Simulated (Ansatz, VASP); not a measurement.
Two plane-wave programs on GaAs

INCAR

```
  PREC = Accurate
  ENCUT = 520
  EDIFF = 1E-7
  ISMEAR = 0
  SIGMA = 0.01
  LREAL = F
  LASPH = T
  NELM = 100
  ALGO = Normal
  ISIF = 2
  LWAVE = F
  LCHARG = F
  NBANDS = 16
```

File KPOINTS:

```
regular mesh
0
Gamma
  8 8 8
```

Contents of POSCAR:

```
GaAs
1.0
    0.0000000000      2.8330850957      2.8330850957
    2.8330850957      0.0000000000      2.8330850957
    2.8330850957      2.8330850957      0.0000000000
Ga As
1 1
Direct
    0.0000000000      0.0000000000      0.0000000000
    0.2500000000      0.2500000000      0.2500000000
```

Input for Ansatz:

```yaml
crystal:
  lattice:
    - [0.0, 2.8330850957, 2.8330850957]
    - [2.8330850957, 0.0, 2.8330850957]
    - [2.8330850957, 2.8330850957, 0.0]
  atoms:
    - { symbol: Ga, position: [0.0, 0.0, 0.0] }
    - { symbol: As, position: [0.25, 0.25, 0.25] }
kpoints:
  mp_grid: { grid: [8, 8, 8] }
hamiltonian:
  xc: lda
scf:
  occupations: { method: fixed }
output:
  optics:
    e_range: [0, 15]
    de: 0.05
    sigma: 0.05
    scissors: 0.6
    scheme: gaussian
    bands: { spectra_wanted_up_to: 15 }
  write_density: true
  write_potential: true
  elf: true
  volumetric_format: npy
```

Alike in both runs: task single point; functional LDA; k mesh 8 × 8 × 8; no spin polarisation.

```csv
,VASP,Ansatz
version,VASP 6.6.1,Ansatz 0.2.0
potentials or method,"VASP PAW LDA potentials, release 64 (Ga_d, As)","plane waves, PAW"
plane-wave cutoff (eV),520,420
occupations,"gaussian, width 0.01 eV",fixed
valence electrons in the cell,18,28
```

```tsv
	VASP	Ansatz	Ansatz less VASP
gap on the k mesh at the Fermi level (eV)	0.28	0.23	-0.047
```

LDA's correlation is that of Perdew and Zunger in VASP and of Perdew and Wang (1992) in Ansatz. VASP's potentials hold 18 valence electrons a cell and Ansatz's 28, so a difference there can come from the potentials and not from the codes.
